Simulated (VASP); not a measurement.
Wanted: the native input for a VASP 6.6.1 run.

- Task: single point
- Functional: PBE
- Potentials or basis: VASP PAW PBE potentials, release 64 (Mo_sv, Se)
- Cutoff: 500 eV
- k mesh: 12 × 12 × 12
- Occupations: gaussian, width 0.1 eV
- Spin: no spin polarisation
- Hubbard terms: Mo d U = 4.38 eV
- Dipole correction: no
- Further INCAR settings: ALGO = Normal; EDIFF = 1e-06; NBANDS = 17

The structure of MoSe lies in POSCAR:

```
MoSe
1.0
    0.0000000000      2.7235021977      2.7235021977
    2.7235021977      0.0000000000      2.7235021977
    2.7235021977      2.7235021977      0.0000000000
Mo Se
1 1
Direct
    0.0000000000      0.0000000000      0.0000000000
    0.5000000000      0.5000000000      0.5000000000
```

The input as run:

INCAR

```
  PREC = Accurate
  ENCUT = 500
  EDIFF = 1E-6
  ISMEAR = 0
  SIGMA = 0.1
  LREAL = F
  LASPH = T
  NELM = 200
  ALGO = Normal
  ISIF = 2
  LWAVE = F
  LCHARG = F
  LMAXMIX = 4
  LDAU = T
  LDAUTYPE = 2
  LDAUL = 2 -1
  LDAUU = 4.38 0
  LDAUJ = 0 0
  LDAUPRINT = 1
  GGA = PE
  NBANDS = 17
  GGA_COMPAT = F
```

KPOINTS

```
regular mesh
0
Gamma
  12 12 12
```

Potentials or basis: VASP PAW PBE potentials, release 64 (Mo_sv, Se).

Launch:

```console
$ cat potpaw_PBE.64/Mo_sv/POTCAR potpaw_PBE.64/Se/POTCAR > POTCAR
$ mpirun -np 1 vasp_std > vasp.out
```

It gave:

```
Pressure               : -6.8 GPa
Band gap on the k mesh : zero (bands 10 and 11 overlap by 1.96 eV)
```

Caveat: the cell stands under tension; U without spin polarisation on a metal has little footing.

It took 65 s on 1 thread of Intel Xeon 8259CL (shared host), peak memory 0.19 GiB.
